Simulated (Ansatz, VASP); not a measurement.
PbS: VASP beside Ansatz

The input INCAR:

```
SYSTEM = PbS
ALGO = Normal ; EDIFF = 1E-7
ENCUT = 520 ; GGA = PE
ISIF = 2 ; ISMEAR = 0
LASPH = .True. ; LCHARG = .False.
LREAL = .False. ; LWAVE = .False.
NBANDS = 28 ; NELM = 80
PREC = Accurate ; SIGMA = 0.01
```

File KPOINTS:

```
k-points
0
Gamma
  6 6 4
  0 0 0
```

POSCAR

```
PbS
1.0
    2.9546857060     -2.9689146782      0.2885111679
    2.9546857060      2.9689146782      0.2885111679
   -0.5835654437      0.0000000000      5.9261898233
Pb S
2 2
Direct
    0.7499848511      0.7499848511      0.7500022177
    0.2500151489      0.2500151489      0.2499977823
    0.2500793338      0.2500793338      0.7500269652
    0.7499206662      0.7499206662      0.2499730348
```

Input for Ansatz:

```yaml
crystal:
  lattice:
    - [2.954685706, -2.9689146782, 0.2885111679]
    - [2.954685706, 2.9689146782, 0.2885111679]
    - [-0.5835654437, 0.0, 5.9261898233]
  atoms:
    - { symbol: Pb, position: [0.7499848511, 0.7499848511, 0.7500022177] }
    - { symbol: Pb, position: [0.2500151489, 0.2500151489, 0.2499977823] }
    - { symbol: S, position: [0.2500793338, 0.2500793338, 0.7500269652] }
    - { symbol: S, position: [0.7499206662, 0.7499206662, 0.2499730348] }
kpoints:
  mp_grid: { grid: [6, 6, 4] }
  band_path:
    path:
      - [0.0, 0.0, 0.0]
      - [0.0, 0.0, 0.5]
      - [-0.4998256927, 0.4998256927, 0.5]
      - [-0.5, 0.5, 0.0]
      - [-0.5, 0.0, 0.5]
      - [-0.5, 0.0, 0.0]
      - [0.0, 0.5, 0.5]
    npoints: 1
hamiltonian:
  xc: pbe
scf:
  occupations: { method: fixed }
  n_extra_bands: 5
output:
  forces: true
  stress: true
  eigenvalues: true
```

Alike in both runs: task single point; functional PBE; k mesh 6 × 6 × 4; no spin polarisation.

```csv
,VASP,Ansatz
version,VASP 6.6.1,Ansatz 0.2.0
potentials or method,"VASP PAW PBE potentials, release 64 (Pb_d, S)","plane waves, PAW"
plane-wave cutoff (eV),520,420
occupations,"gaussian, width 0.01 eV",fixed
valence electrons in the cell,40,40
```

|  | VASP | Ansatz | Ansatz less VASP |
| --- | --- | --- | --- |
| gap on the k mesh at the Fermi level (eV) | 0.38 | 0.37 | -0.007 |
| pressure (GPa) | 1.8 | 1.9 | +0.07 |

Spin-orbit coupling is off throughout.
